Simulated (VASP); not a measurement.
Wanted: the native input for a VASP 6.6.1 run.

```
Task                   : single point
Functional             : PBE
Potentials or basis    : VASP PAW PBE potentials, release 64 (Hf_pv)
Cutoff                 : 520 eV
k mesh                 : 16 × 16 × 15
Occupations            : fermi-dirac, width 0.1 eV
Spin                   : no spin polarisation
Dipole correction      : no
Further INCAR settings : ALGO = Normal; EDIFF = 1e-06; NBANDS = 11
```

The structure of Hf lies in POSCAR:

```
Hf
1.0
    2.9959090579      0.0000000000      0.0000000000
   -1.4979545290      2.5945333515      0.0000000000
    0.0000000000      0.0000000000      3.0057373345
Hf
1
Direct
    0.0000000000      0.0000000000      0.0000000000
```

This isn't the form of Hf at room conditions, which is hcp.

The input as run:

INCAR

```
PREC = Accurate
ENCUT = 520
EDIFF = 1E-6
ISMEAR = -1
SIGMA = 0.1
LREAL = False
LASPH = True
NELM = 60
ALGO = Normal
ISIF = 2
LWAVE = False
LCHARG = False
GGA = PE
NBANDS = 11
```

KPOINTS

```
Automatic mesh
0
Gamma
  16 16 15
```

Potentials or basis: VASP PAW PBE potentials, release 64 (Hf_pv).

Run with:

```sh
$ cat potpaw_PBE.64/Hf_pv/POTCAR > POTCAR
$ mpirun -np 1 vasp_std > vasp.out
```

It gave:

```json
{
  "Pressure": "-0.4 GPa",
  "Band gap on the k mesh": "zero (bands 5 and 6 overlap by 0.52 eV)"
}
```

Caveat: spin-orbit coupling is left out, which moves the levels of the heavy elements.

It took 51 s on 1 thread of Intel Xeon 8259CL (shared host), peak memory 0.19 GiB.
